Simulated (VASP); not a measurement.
## KZnF3: single point with PBE

Crystal: KZnF3.

```
CELL_PARAMETERS angstrom
4.05000 0.00000 0.00000
0.00000 4.05000 0.00000
0.00000 0.00000 4.05000
ATOMIC_POSITIONS crystal
Zn 0.50000 0.50000 0.50000
K 0.00000 0.00000 0.00000
F 0.50000 0.00000 0.50000
F 0.00000 0.50000 0.50000
F 0.50000 0.50000 0.00000
```

```json
{"Program": "VASP 6.6.1", "Task": "single point", "Functional": "PBE", "Potentials or basis": "VASP PAW PBE potentials, release 64 (Zn, K_sv, F)", "Cutoff": "520 eV", "k mesh": "7 × 7 × 7", "Occupations": "fermi-dirac, width 0.05 eV", "Spin": "no spin polarisation"}
```

| Quantity | Value |
| --- | --- |
| Pressure | 5.0 GPa |
| Band gap on the k mesh | 3.90 eV, indirect (least direct gap 5.65 eV) |

Levels at points of the mesh, in eV from the valence-band top:
| k point | band 17 | band 18 | band 19 | band 20 | band 21 | band 22 | band 23 | band 24 | band 25 | band 26 |
| --- | --- | --- | --- | --- | --- | --- | --- | --- | --- | --- |
| (0.00, 0.00, 0.00) | -1.95 | -1.95 | -1.74 | -1.74 | -1.74 | 3.90 | 8.81 | 8.81 | 9.52 | 11.14 |

Wall time 36 s on 1 thread of Intel Xeon 6975P-C, on a shared host, peak memory 0.19 GiB.

A k mesh can miss the band edges. Expect the measured gap to be larger: semilocal functionals such as PBE lack the derivative discontinuity.
